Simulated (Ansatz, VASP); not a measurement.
**Ag: VASP beside Ansatz**

```xyz
1
Lattice="0.0000 2.0427 2.0427 2.0427 0.0000 2.0427 2.0427 2.0427 0.0000" Properties=species:S:1:pos:R:3 pbc="T T T"
Ag    0.0000    0.0000    0.0000
```

Alike in both runs: task single point; functional PBE; k mesh 8 × 8 × 8; occupations fermi-dirac, width 0.02 eV; no spin polarisation.

|  | VASP | Ansatz |
| --- | --- | --- |
| version | VASP 6.6.1 | Ansatz 0.2.0 |
| potentials or method | VASP PAW PBE potentials, release 64 (Ag), cutoff 520 eV | all-electron LAPW, scalar-relativistic |

```tsv
	VASP	Ansatz	Ansatz less VASP
gap on the k mesh at the Fermi level (eV)	none	none	-
pressure (GPa)	5.1	5.3	+0.15
```

A gap of «none» marks a metal or a gap that the smearing closes. Ansatz ran all-electron here, and VASP with PAW potentials.

Noted on Ansatz's run: the k mesh is thin for a metal, which can move the energy by tens of meV per atom.
